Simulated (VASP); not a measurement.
# MgO (Cc) in VASP: a series of runs

The runs below take MgO through single point, with PBEsol.

All numbers are computed with VASP 6.6.1; they aren't measurements. Logs are shortened: lines on timing, memory, paths and dates and some standing lists are left out, and cuts for length are marked.

## 1. The cell of the first run

Symmetry: Cc, No. 9, monoclinic system. The conventional cell has a = 3.221 Å, b = 5.579 Å, c = 4.894 Å, α = 90.00°, β = 90.00°, γ = 90.00°. Within 2.5 Å of Mg (site symmetry 1) lie 4 O at 1.89 to 1.96 Å. O (site symmetry 1) has 4 Mg at 1.89 to 1.96 Å within 2.5 Å.

## 2. Single point, PBEsol

INCAR reads:

```
PREC = Accurate
ENCUT = 520
EDIFF = 1E-7
ISMEAR = 0
SIGMA = 0.05
LREAL = False
LASPH = True
NELM = 100
ALGO = Normal
ISIF = 2
LWAVE = False
LCHARG = False
GGA = PS
NBANDS = 16
```

KPOINTS reads:

```
regular mesh
0
Gamma
  9 9 6
```

POSCAR reads:

```
MgO
1.0
    3.2208810815      0.0000000000      0.0000000000
   -1.6104405408      2.7893648391      0.0000000000
    0.0000000000      0.0000000000      4.8939034044
Mg O
2 2
Direct
    0.3383149138      0.6666666667      0.0036583441
    0.6716482471      0.3333333333      0.5036583441
    0.3257655283      0.6666666667      0.4009416559
    0.6590988617      0.3333333333      0.9009416559
```

Potentials or basis: VASP PAW PBE potentials, release 64 (Mg, O).

Started as:

```sh
$ cat potpaw_PBE.64/Mg/POTCAR potpaw_PBE.64/O/POTCAR > POTCAR
$ mpirun -np 1 vasp_std > vasp.out
```

OUTCAR:

```text
PREC = Accurate
   ENCUT = 520
   EDIFF = 1E-7
   ISMEAR = 0
   LREAL = False
   LASPH = True
   NELM = 100
   ISIF = 2
   GGA = PS

 ion  position               nearest neighbor table
   1  0.338  0.667  0.004-   4 1.89   4 1.93   3 1.94   4 1.96   2 3.07   2 3.07   2 3.07   2 3.07
                             2 3.07   2 3.07
   2  0.672  0.333  0.504-   3 1.89   3 1.93   4 1.94   3 1.96   1 3.07   1 3.07   1 3.07   1 3.07
                             1 3.07   1 3.07
   3  0.326  0.667  0.401-   2 1.89   2 1.93   1 1.94   2 1.96
   4  0.659  0.333  0.901-   1 1.89   1 1.93   2 1.94   1 1.96

  LATTYP: Found a hexagonal cell.
 ALAT       =     3.2208810815
 C/A-ratio  =     1.5194300195

  Lattice vectors:

 A1 = (   3.2208810815,   0.0000000000,   0.0000000000)
 A2 = (  -1.6104405408,   2.7893648391,   0.0000000000)
 A3 = (   0.0000000000,   0.0000000000,   4.8939034044)

Analysis of symmetry for initial positions (statically):
=====================================================================
 Subroutine PRICEL returns:
 Original cell was already a primitive cell.

 Routine SETGRP: Setting up the symmetry group for a
 hexagonal supercell.

 Subroutine GETGRP returns: Found  2 space group operations
 (whereof  1 operations were pure point group operations)
 out of a pool of 24 trial point group operations.

The static configuration has the point symmetry C_1 .
 The point group associated with its full space group is C_1h.

Analysis of symmetry for dynamics (positions and initial velocities):
=====================================================================
 Subroutine PRICEL returns:
 Original cell was already a primitive cell.

 Routine SETGRP: Setting up the symmetry group for a
 hexagonal supercell.

 Subroutine GETGRP returns: Found  2 space group operations
 (whereof  1 operations were pure point group operations)
 out of a pool of 24 trial point group operations.

The dynamic configuration has the point symmetry C_1 .
 The point group associated with its full space group is C_1h.

 Subroutine INISYM returns: Found  2 space group operations
 (whereof  1 operations are pure point group operations),
 and found     1 'primitive' translations

----------------------------------------------------------------------------------------

                                     Primitive cell

[... 89 lines left out ...]
   LNONCOLLINEAR =      F non collinear calculations
   LSORBIT =      F    spin-orbit coupling
   LASPH  =      T    aspherical Exc in radial PAW
   ENCUT  =  520.0 eV  38.22 Ry    6.18 a.u.   5.99  5.99  9.10*2*pi/ulx,y,z
   NELM   =    100;   NELMIN=  2; NELMDL= -5     # of ELM steps
   EDIFF  = 0.1E-06   stopping-criterion for ELM
   LREAL  =      F    real-space projection
   EDIFFG = 0.1E-05   stopping-criterion for IOM
   NSW    =      0    number of steps for IOM
   IBRION =     -1    ionic relax: 0-MD 1-quasi-New 2-CG
   NFREE  =      0    steps in history (QN), initial steepest desc. (CG)
   ISIF   =      2    stress and relaxation
   ISYM   =      2    0-nonsym 1-usesym 2-fastsym
   POTIM  = 0.5000    time-step for ionic-motion
   TEBEG  =    0.0;   TEEND  =   0.0 temperature during run
   PSTRESS=    0.0 pullay stress
   NELECT =      16.0000    total number of electrons
   NUPDOWN=      -1.0000    fix difference up-down
   EMIN   =  10.00;   EMAX   =-10.00  energy-range for DOS
   EFERMI =   0.00;   METHOD = LEGACY
   ISMEAR =     0;   SIGMA  =   0.05  broadening in eV -4-tet -1-fermi 0-gaus
   EFERMI_NEDOS =   21; number of points for ismear=-14 and -15
   IALGO  =     38    algorithm
   IMIX   =      4    mixing-type and parameters
     AMIX     =   0.40;   BMIX     =  1.00
     AMIX_MAG =   1.60;   BMIX_MAG =  1.00
  volume/ion in A,a.u.               =      10.99        74.18
  Fermi-wavevector in a.u.,A,eV,Ry     =   1.168790  2.208692 18.586500  1.366069
  Thomas-Fermi vector in A             =   2.305271
   LORBIT       =      0    0 simple, 1 ext, 2 COOP (PROOUT), +10 PAW based schemes
   GGA     = PS    functional components
   LHFCALC =     F    Hartree Fock is set to
   AEXX    =    0.0000 exact exchange contribution
   IVDW    =     0    specifies the selected vdW correction
   LEPSILON=     F    determine dielectric tensor
   LRPA    =     F    only Hartree local field effects (RPA)
 non-spin polarized calculation
 Gauss-broadening in eV      SIGMA  =   0.05
  energy-cutoff  :      520.00
  volume of cell :       43.97
 maximum number of plane-waves:      1209
   NGX = 11   NGY = 11   NGZ = 19

 number of electron      15.9999996 magnetization

 Free energy of the ion-electron system (eV)
  ---------------------------------------------------
  ext. energy  EPLUGINS =         0.00000000
  ---------------------------------------------------
  free energy    TOTEN  =       -24.42296242 eV

  energy without entropy =      -24.42296242  energy(sigma->0) =      -24.42296242

 E-fermi :   1.6488     XC(G=0): -10.2961

 val. band max:        1.4025393017   @ k =   0.0000   0.0000   0.0000
 cond. band min:       5.1788078472   @ k =   0.0000   0.0000   0.0000
 fundamental gap:      3.7762685455
 Fermi energy:         1.6487572370

 k-point     1 :       0.0000    0.0000    0.0000
  band No.  band energies     occupation
      1     -15.0060      2.00000
      2     -14.0619      2.00000
      3      -2.1395      2.00000
      4       0.6221      2.00000
      5       0.6237      2.00000
      6       0.9664      2.00000
[... 433 lines left out ...]
      3      -1.6492      2.00000
      4      -0.7780      2.00000
      5      -0.4166      2.00000
      6      -0.2469      2.00000
[... 8 lines left out ...]
     15      15.8547      0.00000
     16      18.3888      0.00000

 [... further k-points ...]
[... 5 lines left out ...]
  --------------------------------------------------------------------------------------
  -------------------------------------------------------------------------------------
  Total        3.1342183      3.0797990      2.6172270     -0.0000000      0.0000000     -0.4451783
  in kB      114.2100747    112.2270515     95.3710512     -0.0000000      0.0000000    -16.2221790
  external PRESSURE =     107.2693925 kB  Pullay stress =       0.0000000 kB

 VOLUME and BASIS-vectors are now :
 -----------------------------------------------------------------------------
  energy-cutoff  :      520.00
  volume of cell :       43.97
      direct lattice vectors                 reciprocal lattice vectors
     3.220881081  0.000000000  0.000000000     0.310474052  0.179252277  0.000000000
    -1.610440541  2.789364839  0.000000000     0.000000000  0.358504555  0.000000000
     0.000000000  0.000000000  4.893903404     0.000000000  0.000000000  0.204335868

 POSITION                                       TOTAL-FORCE (eV/Angst)
 -----------------------------------------------------------------------------------
      0.01605      1.85958      0.01790        -0.506643      0.037236     -0.048769
      1.62649      0.92979      2.46486        -0.506643     -0.037236     -0.048769
     -0.02438      1.85958      1.96217         0.506643      0.036886      0.048769
      1.58607      0.92979      4.40912         0.506643     -0.036886      0.048769
 -----------------------------------------------------------------------------------
    total drift:                                0.000741      0.000002     -0.000203

  FREE ENERGIE OF THE ION-ELECTRON SYSTEM (eV)
  ---------------------------------------------------
  free  energy   TOTEN  =       -24.4229624216 eV

  energy  without entropy=      -24.4229624216  energy(sigma->0) =      -24.42296242
```

OSZICAR:

```text
N       E                     dE             d eps       ncg     rms          rms(c)
DAV:   1     0.587928697866E+02    0.58793E+02   -0.75912E+03  4488   0.891E+02
DAV:   2    -0.246676113462E+02   -0.83460E+02   -0.77192E+02  6240   0.198E+02
DAV:   3    -0.283882325569E+02   -0.37206E+01   -0.37121E+01  4928   0.428E+01
DAV:   4    -0.284029462227E+02   -0.14714E-01   -0.14713E-01  5608   0.316E+00
DAV:   5    -0.284030167622E+02   -0.70539E-04   -0.70539E-04  5112   0.208E-01    0.111E+01
DAV:   6    -0.245157978399E+02    0.38872E+01   -0.10430E+01  4480   0.247E+01    0.360E+00
DAV:   7    -0.244529859823E+02    0.62812E-01   -0.14300E-01  4568   0.301E+00    0.213E+00
DAV:   8    -0.244247204725E+02    0.28266E-01   -0.78717E-02  4936   0.307E+00    0.458E-01
DAV:   9    -0.244226768358E+02    0.20436E-02   -0.30234E-03  5552   0.493E-01    0.157E-01
DAV:  10    -0.244229556846E+02   -0.27885E-03   -0.66396E-04  4608   0.184E-01    0.143E-02
DAV:  11    -0.244229620245E+02   -0.63399E-05   -0.88885E-06  5776   0.216E-02    0.105E-02
DAV:  12    -0.244229624831E+02   -0.45857E-06   -0.12740E-06  4592   0.105E-02    0.361E-03
DAV:  13    -0.244229624216E+02    0.61508E-07   -0.26266E-07  4688   0.471E-03
   1 F= -.24422962E+02 E0= -.24422962E+02  d E =-.170843E-14
```

Wall time 24 s (1 thread of Intel Xeon 6975P-C (Granite Rapids), shared host); peak memory 0.21 GiB.

What came out:

* Free energy: -24.4230 eV
* Pressure: 10.7 GPa
* Largest force: 0.510 eV/Å
* Band gap on the k mesh: 3.78 eV, direct

Forces on the atoms (eV/Å):
```
Mg  -0.507  0.037 -0.049
Mg  -0.507 -0.037 -0.049
O    0.507  0.037  0.049
O    0.507 -0.037  0.049
```

Levels at points of the mesh, in eV from the valence-band top:
```tsv
k point	band 5	band 6	band 7	band 8	band 9	band 10	band 11	band 12
(0.00, 0.00, 0.00)	-0.78	-0.44	-0.44	0.00	3.78	8.95	10.77	14.58
(0.00, 0.00, 0.50)	-0.65	-0.65	-0.58	-0.58	6.35	6.35	13.68	13.68
```

Caveat: the PAW data sets were made with another functional, which shifts forces and pressure a little. A k mesh can miss the band edges.

## 3. Single point, PBEsol

This run uses another cell than the first one, of 11.57 Å³/atom, 1.052 times its volume.

INCAR reads:

```
  ALGO = Normal
  EDIFF = 1E-6
  ENCUT = 520
  GGA = PS
  ISIF = 2
  ISMEAR = 0
  LASPH = T
  LCHARG = T
  LELF = T
  LREAL = F
  LVHAR = T
  LWAVE = F
  NBANDS = 16
  NELM = 80
  PREC = Accurate
  SIGMA = 0.05
```

KPOINTS reads:

```
k-points
0
Gamma
  9 9 6
```

POSCAR reads:

```
MgO
1.0
    3.2760489934      0.0000000000      0.0000000000
   -1.6380244967      2.8371416523      0.0000000000
    0.0000000000      0.0000000000      4.9777271858
Mg O
2 2
Direct
    0.3383149138      0.6666666667      0.0036583441
    0.6716482471      0.3333333333      0.5036583441
    0.3257655283      0.6666666667      0.4009416559
    0.6590988617      0.3333333333      0.9009416559
```

Potentials or basis: VASP PAW PBE potentials, release 64 (Mg, O).

Started as:

```sh
$ cat potpaw_PBE.64/Mg/POTCAR potpaw_PBE.64/O/POTCAR > POTCAR
$ mpirun -np 1 vasp_std > vasp.out
```

OUTCAR:

```text
EDIFF = 1E-6
   ENCUT = 520
   GGA = PS
   ISIF = 2
   ISMEAR = 0
   LASPH = T
   LREAL = F
   NELM = 80
   PREC = Accurate

 ion  position               nearest neighbor table
   1  0.338  0.667  0.004-   4 1.93   4 1.96   3 1.98   4 1.99   2 3.13   2 3.13   2 3.13   2 3.13
                             2 3.13   2 3.13
   2  0.672  0.333  0.504-   3 1.93   3 1.96   4 1.98   3 1.99   1 3.13   1 3.13   1 3.13   1 3.13
                             1 3.13   1 3.13
   3  0.326  0.667  0.401-   2 1.93   2 1.96   1 1.98   2 1.99
   4  0.659  0.333  0.901-   1 1.93   1 1.96   2 1.98   1 1.99

  LATTYP: Found a hexagonal cell.
 ALAT       =     3.2760489934
 C/A-ratio  =     1.5194300195

  Lattice vectors:

 A1 = (   3.2760489934,   0.0000000000,   0.0000000000)
 A2 = (  -1.6380244967,   2.8371416523,   0.0000000000)
 A3 = (   0.0000000000,   0.0000000000,   4.9777271858)

Analysis of symmetry for initial positions (statically):
=====================================================================
 Subroutine PRICEL returns:
 Original cell was already a primitive cell.
[... 172 lines left out ...]
  free energy    TOTEN  =       -24.52212762 eV

  energy without entropy =      -24.52212762  energy(sigma->0) =      -24.52212762

 E-fermi :   1.3715     XC(G=0): -10.0681

 val. band max:        1.1093041074   @ k =   0.0000   0.0000   0.0000
 cond. band min:       4.5971458665   @ k =   0.0000   0.0000   0.0000
 fundamental gap:      3.4878417591
 Fermi energy:         1.3714652312

 k-point     1 :       0.0000    0.0000    0.0000
  band No.  band energies     occupation
      1     -15.1227      2.00000
      2     -14.2712      2.00000
      3      -2.2705      2.00000
      4       0.3572      2.00000
      5       0.3587      2.00000
      6       0.6957      2.00000
[... 433 lines left out ...]
      3      -1.8035      2.00000
      4      -0.9870      2.00000
      5      -0.6401      2.00000
      6      -0.4814      2.00000
[... 8 lines left out ...]
     15      14.9580      0.00000
     16      17.4127      0.00000

 [... further k-points ...]
[... 5 lines left out ...]
  --------------------------------------------------------------------------------------
  -------------------------------------------------------------------------------------
  Total        0.9699383      0.9187393      0.7567692      0.0000000      0.0000000     -0.3562529
  in kB       33.5886216     31.8156190     26.2066525      0.0000000      0.0000000    -12.3369123
  external PRESSURE =      30.5369644 kB  Pullay stress =       0.0000000 kB

 VOLUME and BASIS-vectors are now :
 -----------------------------------------------------------------------------
  energy-cutoff  :      520.00
  volume of cell :       46.27
      direct lattice vectors                 reciprocal lattice vectors
     3.276048993  0.000000000  0.000000000     0.305245740  0.176233710  0.000000000
    -1.638024497  2.837141652  0.000000000     0.000000000  0.352467421  0.000000000
     0.000000000  0.000000000  4.977727186     0.000000000  0.000000000  0.200894899

 POSITION                                       TOTAL-FORCE (eV/Angst)
 -----------------------------------------------------------------------------------
      0.01632      1.89143      0.01821        -0.436527      0.032306     -0.001079
      1.65434      0.94571      2.50707        -0.436527     -0.032306     -0.001079
     -0.02479      1.89143      1.99578         0.436527      0.032065      0.001079
      1.61323      0.94571      4.48464         0.436527     -0.032065      0.001079
 -----------------------------------------------------------------------------------
    total drift:                                0.000563      0.000000      0.001556

  FREE ENERGIE OF THE ION-ELECTRON SYSTEM (eV)
  ---------------------------------------------------
  free  energy   TOTEN  =       -24.5221276178 eV

  energy  without entropy=      -24.5221276178  energy(sigma->0) =      -24.52212762
```

OSZICAR:

```text
N       E                     dE             d eps       ncg     rms          rms(c)
DAV:   1     0.586458787811E+02    0.58646E+02   -0.75001E+03  4496   0.884E+02
DAV:   2    -0.245719111733E+02   -0.83218E+02   -0.77032E+02  6248   0.195E+02
DAV:   3    -0.284121937157E+02   -0.38403E+01   -0.38326E+01  4992   0.433E+01
DAV:   4    -0.284276469428E+02   -0.15453E-01   -0.15453E-01  5640   0.324E+00
DAV:   5    -0.284277232774E+02   -0.76335E-04   -0.76335E-04  5112   0.217E-01    0.110E+01
DAV:   6    -0.246228569827E+02    0.38049E+01   -0.10623E+01  4480   0.245E+01    0.375E+00
DAV:   7    -0.245523071314E+02    0.70550E-01   -0.15879E-01  4592   0.317E+00    0.214E+00
DAV:   8    -0.245240070516E+02    0.28300E-01   -0.88062E-02  4872   0.320E+00    0.479E-01
DAV:   9    -0.245217991164E+02    0.22079E-02   -0.32781E-03  5560   0.511E-01    0.162E-01
DAV:  10    -0.245221211488E+02   -0.32203E-03   -0.68303E-04  4560   0.185E-01    0.143E-02
DAV:  11    -0.245221274540E+02   -0.63052E-05   -0.12067E-05  5816   0.242E-02    0.121E-02
DAV:  12    -0.245221276178E+02   -0.16377E-06   -0.17195E-06  4144   0.122E-02
   1 F= -.24522128E+02 E0= -.24522128E+02  d E =-.667648E-16
```

It took 25 s on 1 thread of Intel Xeon 6975P-C (Granite Rapids), shared host; peak memory 0.22 GiB.

Results:

| Item | Value |
| --- | --- |
| Free energy | -24.5221 eV |
| Pressure | 3.1 GPa |
| Largest force | 0.438 eV/Å |
| Band gap on the k mesh | 3.49 eV, direct |

Forces in eV/Å, atoms in the order of the input:
```
Mg  -0.437  0.032 -0.001
Mg  -0.437 -0.032 -0.001
O    0.437  0.032  0.001
O    0.437 -0.032  0.001
```

Levels at points of the mesh, in eV from the valence-band top:
```csv
k point,band 4,band 5,band 6,band 7,band 8,band 9,band 10,band 11,band 12,band 13
"(0.00, 0.00, 0.00)",-0.75,-0.75,-0.41,-0.41,0.00,3.49,8.57,10.35,14.20,14.20
"(0.00, 0.00, 0.50)",-2.08,-0.62,-0.62,-0.55,-0.55,6.02,6.02,13.23,13.23,14.68
```

Caveat: the PAW data sets were made with another functional, which shifts forces and pressure a little. A k mesh can miss the band edges.
